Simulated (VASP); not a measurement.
# TaN in VASP: notebook, part 2 of 3

VASP 6.6.1. Earlier steps stand in the parts before.

## 4. Single point, LDA (volume scaled by 1.02)

File INCAR:

```
  PREC = Accurate
  ENCUT = 520
  EDIFF = 1E-7
  ISMEAR = -1
  SIGMA = 0.05
  LREAL = F
  LASPH = T
  NELM = 100
  ALGO = Normal
  ISIF = 2
  LWAVE = F
  LCHARG = T
  LELF = T
  LVHAR = T
  NBANDS = 15
```

File KPOINTS:

```
Automatic mesh
0
Gamma
  10 10 9
```

File POSCAR:

```
TaN
1.0
    2.9574575207      0.0000000000      0.0000000000
   -1.4787287603      2.5612333435      0.0000000000
    0.0000000000      0.0000000000      2.9020932717
Ta N
1 1
Direct
    0.0000000000      0.0000000000      0.5000000000
    0.6666666667      0.3333333333      0.0000000000
```

Potentials or basis: VASP PAW LDA potentials, release 64 (Ta_pv, N).

Run with:

```sh
cat potpaw_LDA.64/Ta_pv/POTCAR potpaw_LDA.64/N/POTCAR > POTCAR
mpirun -np 1 vasp_std > vasp.out
```

OUTCAR:

```text
PREC = Accurate
   ENCUT = 520
   EDIFF = 1E-7
   ISMEAR = -1
   LREAL = F
   LASPH = T
   NELM = 100
   ISIF = 2

 ion  position               nearest neighbor table
   1  0.000  0.000  0.500-   2 2.24   2 2.24   2 2.24   2 2.24   2 2.24   2 2.24
   2  0.667  0.333  0.000-   1 2.24   1 2.24   1 2.24   1 2.24   1 2.24   1 2.24

  LATTYP: Found a hexagonal cell.
 ALAT       =     2.9574575207
 C/A-ratio  =     0.9812797822

  Lattice vectors:

 A1 = (   2.9574575207,   0.0000000000,   0.0000000000)
 A2 = (  -1.4787287603,   2.5612333435,   0.0000000000)
 A3 = (   0.0000000000,   0.0000000000,   2.9020932717)

Analysis of symmetry for initial positions (statically):
=====================================================================
 Subroutine PRICEL returns:
 Original cell was already a primitive cell.

 Routine SETGRP: Setting up the symmetry group for a
 hexagonal supercell.

 Subroutine GETGRP returns: Found 12 space group operations
 (whereof 12 operations were pure point group operations)
 out of a pool of 24 trial point group operations.

The static configuration has the point symmetry D_3h.

Analysis of symmetry for dynamics (positions and initial velocities):
=====================================================================
 Subroutine PRICEL returns:
 Original cell was already a primitive cell.

 Routine SETGRP: Setting up the symmetry group for a
 hexagonal supercell.

 Subroutine GETGRP returns: Found 12 space group operations
 (whereof 12 operations were pure point group operations)
 out of a pool of 24 trial point group operations.

The dynamic configuration has the point symmetry D_3h.

 Subroutine INISYM returns: Found 12 space group operations
 (whereof 12 operations are pure point group operations),
 and found     1 'primitive' translations

----------------------------------------------------------------------------------------

                                     Primitive cell

  volume of cell :      21.9826

  direct lattice vectors                    reciprocal lattice vectors
     2.957457521  0.000000000  0.000000000     0.338128272  0.195218449  0.000000000
    -1.478728760  2.561233344  0.000000000     0.000000000  0.390436897  0.000000000
     0.000000000  0.000000000  2.902093272     0.000000000  0.000000000  0.344578863

  length of vectors
     2.957457521  2.957457521  2.902093272     0.390436897  0.390436897  0.344578863

  position of ions in fractional coordinates (direct lattice)
     0.000000000  0.000000000  0.500000000
     0.666666667  0.333333333  0.000000000

  ion indices of the primitive-cell ions
   primitive index   ion index
                 1           1
                 2           2

----------------------------------------------------------------------------------------

 KPOINTS: Automatic mesh

Automatic generation of k-mesh.
 Grid dimensions read from file:
 generate k-points for:   10   10    9

 Generating k-lattice:

  Cartesian coordinates                     Fractional coordinates (reciprocal lattice)
     0.033812827  0.019521845  0.000000000     0.100000000 -0.000000000  0.000000000
     0.000000000  0.039043690  0.000000000     0.000000000  0.100000000  0.000000000
     0.000000000  0.000000000  0.038286540     0.000000000  0.000000000  0.111111111

  Length of vectors
     0.039043690  0.039043690  0.038286540

  Shift w.r.t. Gamma in fractional coordinates (k-lattice)
     0.000000000  0.000000000  0.000000000

 Subroutine IBZKPT returns following result:
 ===========================================

 Found     70 irreducible k-points:

 Following reciprocal coordinates:
            Coordinates               Weight
  0.000000  0.000000  0.000000      1.000000
  0.100000 -0.000000  0.000000      6.000000
  0.200000 -0.000000  0.000000      6.000000
  0.300000 -0.000000  0.000000      6.000000
  0.400000 -0.000000  0.000000      6.000000
  0.500000 -0.000000  0.000000      3.000000
[... 16 lines left out ...]
  0.300000  0.100000  0.111111     24.000000
  0.400000  0.100000  0.111111     24.000000
 [... further k-points ...]
   k-points           NKPTS =     70   k-points in BZ     NKDIM =     70   number of bands    NBANDS=     15
   number of dos      NEDOS =    301   number of ions     NIONS =      2
   total plane-waves  NPLWV =  13824
   dimension x,y,z NGX =    24 NGY =   24 NGZ =   24
   dimension x,y,z NGXF=    48 NGYF=   48 NGZF=   48
   ions per type =               1   1
   NGX,Y,Z   is equivalent  to a cutoff of  13.49, 13.49, 13.75 a.u.
   NGXF,Y,Z  is equivalent  to a cutoff of  26.98, 26.98, 27.50 a.u.
 SYSTEM =  unknown system
   PREC   = accura    normal or accurate (medium, high low for compatibility)
   ISTART =      0    job   : 0-new  1-cont  2-samecut
   ICHARG =      2    charge: 1-file 2-atom 10-const
   ISPIN  =      1    spin polarized calculation?
   LNONCOLLINEAR =      F non collinear calculations
   LSORBIT =      F    spin-orbit coupling
   LASPH  =      T    aspherical Exc in radial PAW
   ENCUT  =  520.0 eV  38.22 Ry    6.18 a.u.   5.50  5.50  5.40*2*pi/ulx,y,z
   NELM   =    100;   NELMIN=  2; NELMDL= -5     # of ELM steps
   EDIFF  = 0.1E-06   stopping-criterion for ELM
   LREAL  =      F    real-space projection
   EDIFFG = 0.1E-05   stopping-criterion for IOM
   NSW    =      0    number of steps for IOM
   IBRION =     -1    ionic relax: 0-MD 1-quasi-New 2-CG
   NFREE  =      0    steps in history (QN), initial steepest desc. (CG)
   ISIF   =      2    stress and relaxation
   ISYM   =      2    0-nonsym 1-usesym 2-fastsym
   POTIM  = 0.5000    time-step for ionic-motion
   TEBEG  =    0.0;   TEEND  =   0.0 temperature during run
   PSTRESS=    0.0 pullay stress
   NELECT =      16.0000    total number of electrons
   NUPDOWN=      -1.0000    fix difference up-down
   EMIN   =  10.00;   EMAX   =-10.00  energy-range for DOS
   EFERMI =   0.00;   METHOD = LEGACY
   ISMEAR =    -1;   SIGMA  =   0.05  broadening in eV -4-tet -1-fermi 0-gaus
   EFERMI_NEDOS =   21; number of points for ismear=-14 and -15
   IALGO  =     38    algorithm
   IMIX   =      4    mixing-type and parameters
     AMIX     =   0.40;   BMIX     =  1.00
     AMIX_MAG =   1.60;   BMIX_MAG =  1.00
  volume/ion in A,a.u.               =      10.99        74.17
  Fermi-wavevector in a.u.,A,eV,Ry     =   1.472612  2.782834 29.505425  2.168588
  Thomas-Fermi vector in A             =   2.587606
   LORBIT       =      0    0 simple, 1 ext, 2 COOP (PROOUT), +10 PAW based schemes
   GGA     = CA    functional components
   LHFCALC =     F    Hartree Fock is set to
   AEXX    =    0.0000 exact exchange contribution
   IVDW    =     0    specifies the selected vdW correction
   LEPSILON=     F    determine dielectric tensor
   LRPA    =     F    only Hartree local field effects (RPA)
 non-spin polarized calculation
  energy-cutoff  :      520.00
  volume of cell :       21.98
 maximum number of plane-waves:       617
 NGX is ok and might be reduce to    24
   NGX = 11   NGY = 11   NGZ = 11

 number of electron      16.0000002 magnetization

 Free energy of the ion-electron system (eV)
  ---------------------------------------------------
  ext. energy  EPLUGINS =         0.00000000
  ---------------------------------------------------
  free energy    TOTEN  =       -24.66629882 eV

  energy without entropy =      -24.66593211  energy(sigma->0) =      -24.66611547

 E-fermi :   7.9287     XC(G=0): -13.4764

 val. band max:        7.8057851429   @ k =   0.0000   0.0000   0.4444
 cond. band min:       8.0842612424   @ k =   0.0000   0.0000   0.3333
 fundamental gap:      0.2784760995
 Fermi energy:         7.9287049284

 k-point     1 :       0.0000    0.0000    0.0000
  band No.  band energies     occupation
      1     -26.7928      2.00000
      2     -26.5357      2.00000
      3     -26.5357      2.00000
      4      -9.4887      2.00000
      5       3.4404      2.00000
      6       3.4404      2.00000
      7       3.7901      2.00000
      8       5.0482      2.00000
      9      10.1142      0.00000
     10      11.3867      0.00000
     11      11.3867      0.00000
     12      11.7132      0.00000
     13      11.7132      0.00000
     14      20.2066      0.00000
     15      20.9361      0.00000
[... 397 lines left out ...]
 k-point    24 :       0.4000    0.1000    0.1111
  band No.  band energies     occupation
      1     -27.4490      2.00000
      2     -26.8024      2.00000
      3     -26.7510      2.00000
      4      -7.2127      2.00000
      5       0.0124      2.00000
      6       2.6183      2.00000
      7       3.8299      2.00000
      8       5.6906      2.00000
      9      10.3824      0.00000
     10      11.3920      0.00000
     11      12.3020      0.00000
     12      13.5220      0.00000
     13      16.7249      0.00000
     14      19.4487      0.00000
     15      20.2446      0.00000

 [... further k-points ...]
[... 5 lines left out ...]
  --------------------------------------------------------------------------------------
  -------------------------------------------------------------------------------------
  Total       -2.1259645     -2.1259645     -2.4228909     -0.0000000      0.0000000      0.0000000
  in kB     -154.9485663   -154.9485663   -176.5897181     -0.0000000      0.0000000      0.0000000
  external PRESSURE =    -162.1622836 kB  Pullay stress =       0.0000000 kB

 VOLUME and BASIS-vectors are now :
 -----------------------------------------------------------------------------
  energy-cutoff  :      520.00
  volume of cell :       21.98
      direct lattice vectors                 reciprocal lattice vectors
     2.957457521  0.000000000  0.000000000     0.338128272  0.195218449  0.000000000
    -1.478728760  2.561233344  0.000000000     0.000000000  0.390436897  0.000000000
     0.000000000  0.000000000  2.902093272     0.000000000  0.000000000  0.344578863

 POSITION                                       TOTAL-FORCE (eV/Angst)
 -----------------------------------------------------------------------------------
      0.00000      0.00000      1.45105         0.000000     -0.000000      0.000000
      1.47873      0.85374      0.00000        -0.000000      0.000000      0.000000
 -----------------------------------------------------------------------------------
    total drift:                               -0.000000      0.000000      0.000000

  FREE ENERGIE OF THE ION-ELECTRON SYSTEM (eV)
  ---------------------------------------------------
  free  energy   TOTEN  =       -24.6662988223 eV

  energy  without entropy=      -24.6659321128  energy(sigma->0) =      -24.66611547
```

OSZICAR:

```text
N       E                     dE             d eps       ncg     rms          rms(c)
DAV:   1     0.920109673864E+02    0.92011E+02   -0.87763E+03  2100   0.111E+03
DAV:   2    -0.244237733413E+02   -0.11643E+03   -0.11020E+03  2541   0.298E+02
DAV:   3    -0.272309892303E+02   -0.28072E+01   -0.27978E+01  2436   0.444E+01
DAV:   4    -0.272414370037E+02   -0.10448E-01   -0.10444E-01  2758   0.302E+00
DAV:   5    -0.272415002692E+02   -0.63265E-04   -0.63265E-04  2443   0.222E-01    0.225E+01
DAV:   6    -0.248155468768E+02    0.24260E+01   -0.43186E+00  2542   0.234E+01    0.947E+00
DAV:   7    -0.247093979459E+02    0.10615E+00   -0.60046E-01  2254   0.565E+00    0.653E+00
DAV:   8    -0.246731362160E+02    0.36262E-01   -0.17331E-01  2443   0.344E+00    0.130E+00
DAV:   9    -0.246665407188E+02    0.65955E-02   -0.14717E-02  2275   0.962E-01    0.187E-01
DAV:  10    -0.246663806061E+02    0.16011E-03   -0.74822E-04  2492   0.320E-01    0.121E-01
DAV:  11    -0.246662980854E+02    0.82521E-04   -0.11386E-04  2275   0.973E-02    0.165E-02
DAV:  12    -0.246662988783E+02   -0.79284E-06   -0.93916E-06  2268   0.246E-02    0.375E-03
DAV:  13    -0.246662988223E+02    0.55997E-07   -0.10122E-07  2186   0.273E-03
   1 F= -.24666299E+02 E0= -.24666115E+02  d E =-.366710E-03
```

stdout:

```text
POSCAR found type information on POSCAR TaN
 POSCAR found :  2 types and       2 ions
 scaLAPACK will be used
 LDA part: xc-table for (Slater(with rela. corr.)+CA(PZ))
 , standard interpolation
 POSCAR, INCAR and KPOINTS ok, starting setup
 FFT: planning ... GRIDC
 FFT: planning ... GRID_SOFT
 FFT: planning ... GRID
 WAVECAR not read
 entering main loop
```

Wall time 22 s (1 thread of Intel Xeon 8259CL, shared host); peak memory 0.14 GiB.

What came out:

- Free energy: -24.6663 eV
- Pressure: -16.2 GPa
- Band gap on the k mesh: zero (band 8 reaches 8.08 eV, above the bottom of band 9 at 7.81 eV)

Stress tensor (GPa, compression positive):
```
-15.49   0.00   0.00
  0.00 -15.49   0.00
  0.00   0.00 -17.66
```

Levels at points of the mesh, in eV from the Fermi level:
| k point | band 4 | band 5 | band 6 | band 7 | band 8 | band 9 | band 10 | band 11 | band 12 | band 13 |
| --- | --- | --- | --- | --- | --- | --- | --- | --- | --- | --- |
| (0.00, 0.00, 0.00) | -17.42 | -4.49 | -4.49 | -4.14 | -2.88 | 2.19 | 3.46 | 3.46 | 3.78 | 3.78 |
| (0.50, 0.00, 0.00) | -15.14 | -8.16 | -5.12 | -3.43 | -3.12 | 2.83 | 3.88 | 5.04 | 5.09 | 7.34 |

Caveat: spin-orbit coupling is left out, which moves the levels of the heavy elements.

## 5. Single point, LDA (volume scaled by 0.92)

File INCAR:

```
SYSTEM = TaN
PREC = Accurate
ENCUT = 520
EDIFF = 1E-7
ISMEAR = 0
SIGMA = 0.05
LREAL = .False.
LASPH = .True.
NELM = 60
ALGO = Normal
ISIF = 2
LWAVE = .False.
LCHARG = .False.
GGA = CA
NBANDS = 15
```

File KPOINTS:

```
Automatic mesh
0
Gamma
  11 11 9
  0 0 0
```

File POSCAR:

```
TaN
1.0
    2.8574659700      0.0000000000      0.0000000000
   -1.4287329850      2.4746381205      0.0000000000
    0.0000000000      0.0000000000      2.8039735900
Ta N
1 1
Direct
    0.0000000000      0.0000000000      0.5000000000
    0.6666666667      0.3333333333      0.0000000000
```

Run with:

```sh
cat potpaw_LDA.64/Ta_pv/POTCAR potpaw_LDA.64/N/POTCAR > POTCAR
mpirun -np 1 vasp_std > vasp.out
```

It took 17 s on 1 thread of Intel Xeon 6975P-C, shared host; peak memory 0.14 GiB.

Results (log left out):

```yaml
Free_energy: -24.6355 eV
Pressure: 24.2 GPa
Band_gap_on_the_k_mesh: zero (band 8 reaches 9.22 eV, above the bottom of band 9 at 8.90 eV)
```

Stress tensor (GPa, compression positive):
```
23.32  0.00  0.00
 0.00 23.32  0.00
 0.00  0.00 25.95
```

Levels at points of the mesh, in eV from the Fermi level:
| k point | band 6 | band 7 | band 8 | band 9 | band 10 | band 11 |
| --- | --- | --- | --- | --- | --- | --- |
| (0.00, 0.00, 0.00) | -4.95 | -4.63 | -2.98 | 2.98 | 3.96 | 3.96 |

Caveat: spin-orbit coupling is left out, which moves the levels of the heavy elements.

(Part 2 of 3 ends here.)
